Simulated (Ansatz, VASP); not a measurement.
# Cd in VASP and in Ansatz

The input INCAR:

```
PREC = Accurate
ENCUT = 520
EDIFF = 1E-6
ISMEAR = 0
SIGMA = 0.15
LREAL = False
LASPH = True
NELM = 60
ALGO = Normal
ISIF = 2
LWAVE = False
LCHARG = True
GGA = PE
LELF = True
LVHAR = True
NBANDS = 12
```

Contents of KPOINTS:

```
regular mesh
0
Gamma
  18 18 18
```

File POSCAR:

```
Cd
1.0
    0.0000000000      2.2241732545      2.2541534960
    2.2241732545      0.0000000000      2.2541534960
    2.2241732545      2.2241732545      0.0000000000
Cd
1
Direct
    0.0000000000      0.0000000000      0.0000000000
```

Input for Ansatz:

```yaml
crystal:
  lattice:
    - [0.0, 2.2241732545, 2.254153496]
    - [2.2241732545, 0.0, 2.254153496]
    - [2.2241732545, 2.2241732545, 0.0]
  atoms:
    - { symbol: Cd, position: [0.0, 0.0, 0.0] }
basis:
  ecutwfc: 420
kpoints:
  mp_grid: { grid: [18, 18, 18] }
hamiltonian:
  xc: pbe
scf:
  occupations: { method: gaussian, width: 0.15 }
output:
  forces: true
  stress: true
  eigenvalues: true
```

Change from the starting cell: normal strain along x -0.0133, normal strain along y -0.0133.

Alike in both runs: task single point; functional PBE; k mesh 18 × 18 × 18; occupations gaussian, width 0.15 eV; no spin polarisation.

```csv
,VASP,Ansatz
version,VASP 6.6.1,Ansatz 0.2.0
potentials or method,"VASP PAW PBE potentials, release 64 (Cd), cutoff 520 eV","scalar-relativistic, plane waves, PAW"
valence electrons in the cell,12,20
```

```tsv
	VASP	Ansatz	Ansatz less VASP
gap on the k mesh at the Fermi level (eV)	none	none	-
pressure (GPa)	1.3	1.1	-0.26
traceless stress, the component that is largest in VASP (GPa)	-0.29	-0.29	+0.002
```

A gap of «none» marks a metal or a gap that the smearing closes. With one functional, cell and mesh, what is left measures potentials, basis and numerics. VASP's potentials hold 12 valence electrons a cell and Ansatz's 20, so a difference there can come from the potentials and not from the codes.
